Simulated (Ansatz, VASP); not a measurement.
# Fe in VASP and in Ansatz

File INCAR:

```
SYSTEM = Fe
  PREC = Accurate
  ENCUT = 520
  EDIFF = 1E-7
  ISMEAR = 0
  SIGMA = 0.05
  LREAL = .False.
  LASPH = .True.
  NELM = 150
  ALGO = Normal
  ISIF = 2
  LWAVE = .False.
  LCHARG = .True.
  ISPIN = 2
  MAGMOM = 2.25
  LORBIT = 11
  LMAXMIX = 4
  LELF = .True.
  LVHAR = .True.
  NBANDS = 14
```

Contents of KPOINTS:

```
Automatic mesh
0
Gamma
  22 22 22
  0 0 0
```

File POSCAR:

```
Fe
1.0
   -1.3929446329      1.3929446329      1.3929446329
    1.3929446329     -1.3929446329      1.3929446329
    1.3929446329      1.3929446329     -1.3929446329
Fe
1
Direct
    0.0000000000      0.0000000000      0.0000000000
```

Input for Ansatz:

```yaml
crystal:
  lattice:
    - [-1.3929446329, 1.3929446329, 1.3929446329]
    - [1.3929446329, -1.3929446329, 1.3929446329]
    - [1.3929446329, 1.3929446329, -1.3929446329]
  atoms:
    - { symbol: Fe, position: [0.0, 0.0, 0.0], spin: 2.25 }
basis:
  ecutwfc: 420
  ecutrho_ratio: 4
kpoints:
  mp_grid: { grid: [22, 22, 22] }
hamiltonian:
  xc: lda
scf:
  occupations: { method: gaussian, width: 0.05 }
output:
  forces: true
  stress: true
  eigenvalues: true
  populations: true
magnetization:
  spin_polarized: true
```

Alike in both runs: task single point; functional LDA; k mesh 22 × 22 × 22; occupations gaussian, width 0.05 eV; collinear spin.

```csv
,VASP,Ansatz
version,VASP 6.6.1,Ansatz 0.2.0
potentials or method,"VASP PAW LDA potentials, release 64 (Fe), cutoff 520 eV","scalar-relativistic, plane waves, PAW"
valence electrons in the cell,8,16
```

Ansatz gave:

| Quantity | Value |
| --- | --- |
| gap on the k mesh at the Fermi level (eV) | none |
| pressure (GPa) | -7.8 |
| net moment per atom (μB) | 2.11 |
| size of the moment on the site where the two differ most (μB) | 2.11 |

Q: Which values does VASP return?

A: gap on the k mesh at the Fermi level (eV): none; pressure (GPa): -9.4; net moment per atom (μB): 2.04; size of the moment on the site where the two differ most (μB): 2.01.

LDA's correlation is that of Perdew and Zunger in VASP and of Perdew and Wang (1992) in Ansatz. Site moments also hang on the region over which each program counts them. A gap of «none» marks a metal or a gap that the smearing closes. VASP's potentials hold 8 valence electrons a cell and Ansatz's 16, so a difference there can come from the potentials and not from the codes.
